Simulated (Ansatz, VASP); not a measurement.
# MgSi: VASP beside Ansatz

POSCAR

```
MgSi
1.0
    3.0702961271      0.0000000000      0.0000000000
    0.0000000000      3.0702961271      0.0000000000
    0.0000000000      0.0000000000      3.6820752698
Mg Si
1 1
Direct
    0.0000000000      0.0000000000      0.0000000000
    0.5000000000      0.5000000000      0.5000000000
```

Contents of INCAR.step1:

```
  ALGO = Normal
  EDIFF = 1E-4
  ENCUT = 520
  GGA = PE
  ISMEAR = 0
  LASPH = True
  LCHARG = False
  LREAL = False
  LWAVE = True
  NBANDS = 10
  NELM = 100
  PREC = Accurate
  SIGMA = 0.15
```

Contents of INCAR.step2:

```
  ALGO = Normal
  EDIFF = 1E-6
  ENCUT = 520
  ISIF = 2
  ISMEAR = 0
  ISTART = 1
  LASPH = True
  LCHARG = False
  LMIXTAU = True
  LREAL = False
  LWAVE = False
  METAGGA = R2SCAN
  NBANDS = 10
  NELM = 100
  PREC = Accurate
  SIGMA = 0.15
```

File KPOINTS:

```
k-points
0
Gamma
  18 18 14
```

Input for Ansatz:

```yaml
crystal:
  lattice:
    - [3.0702961271, 0.0, 0.0]
    - [0.0, 3.0702961271, 0.0]
    - [0.0, 0.0, 3.6820752698]
  atoms:
    - { symbol: Mg, position: [0.0, 0.0, 0.0] }
    - { symbol: Si, position: [0.5, 0.5, 0.5] }
basis:
  ecutwfc: 500
kpoints:
  mp_grid: { grid: [18, 18, 14] }
hamiltonian:
  xc: r2scan
scf:
  occupations: { method: gaussian, width: 0.15 }
output:
  forces: true
  stress: true
  eigenvalues: true
```

Alike in both runs: task single point; functional r2SCAN; k mesh 18 × 18 × 14; occupations gaussian, width 0.15 eV; no spin polarisation.

```csv
,VASP,Ansatz
version,VASP 6.6.1,Ansatz 0.2.0
potentials or method,"VASP PAW PBE potentials, release 64 (Mg, Si), cutoff 520 eV","scalar-relativistic, plane waves, PAW"
valence electrons in the cell,6,14
```

VASP gave:

* gap on the k mesh at the Fermi level (eV): none
* pressure (GPa): 0.7
* traceless stress, the component that is largest in VASP (GPa): 4.28

Problem. What did Ansatz give for the same quantities?

Solution. gap on the k mesh at the Fermi level (eV): none; pressure (GPa): 1.0; traceless stress, the component that is largest in VASP (GPa): 4.32.

VASP's potentials were made for PBE, not for r2SCAN. A gap of «none» marks a metal or a gap that the smearing closes. VASP's potentials hold 6 valence electrons a cell and Ansatz's 14, so a difference there can come from the potentials and not from the codes.
